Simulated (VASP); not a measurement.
AlN: single point with PBE

AlN:

```
Al N
1.0
     2.19057    2.19057    0.00000
    -2.19057    2.19057    0.00000
     0.00000    0.00000    4.46922
Al N
2 2
Direct
  0.00000 0.00000 0.00000
  0.50000 0.50000 0.50000
  0.50000 0.00000 0.25000
  0.00000 0.50000 0.75000
```

This cell differs from its parent crystal: uniaxial strain along c: +1.5 %, then relaxed in part.

```yaml
Program: VASP 6.6.1
Task: single point
Functional: PBE
Potentials_or_basis: VASP PAW PBE potentials, release 64 (Al, N)
Cutoff: 520 eV
k_mesh: 8 × 8 × 6
Occupations: gaussian, width 0.02 eV
Spin: no spin polarisation
```

| Item | Value |
| --- | --- |
| Pressure | -1.2 GPa |
| Band gap on the k mesh | 3.24 eV |

Stress tensor (GPa, compression positive):
```
-0.27  0.00  0.00
 0.00 -0.27  0.00
 0.00  0.00 -3.11
```

Levels at points of the mesh, in eV from the valence-band top:
| k point | band 6 | band 7 | band 8 | band 9 | band 10 | band 11 |
| --- | --- | --- | --- | --- | --- | --- |
| (0.00, 0.00, 0.00) | -0.09 | 0.00 | 0.00 | 3.33 | 3.91 | 8.61 |
| (0.50, 0.00, 0.00) | -2.54 | -0.46 | -0.46 | 7.72 | 7.72 | 9.07 |
| (0.50, 0.50, 0.00) | -1.83 | -1.82 | -1.82 | 3.24 | 3.24 | 8.31 |
| (0.00, 0.00, 0.50) | -0.92 | -0.92 | -0.92 | 5.74 | 5.74 | 10.11 |
| (0.50, 0.00, 0.50) | -0.59 | -0.43 | -0.43 | 7.07 | 7.07 | 9.64 |
| (0.50, 0.50, 0.50) | -3.35 | -2.66 | -2.66 | 5.82 | 5.82 | 11.18 |

It took 48 s on 1 thread of Intel Xeon 6975P-C, with other jobs on the host, peak memory 0.17 GiB.

Caveat: the cell differs from its parent crystal (uniaxial strain along c: +1.5 %, then relaxed in part). A k mesh can miss the band edges.
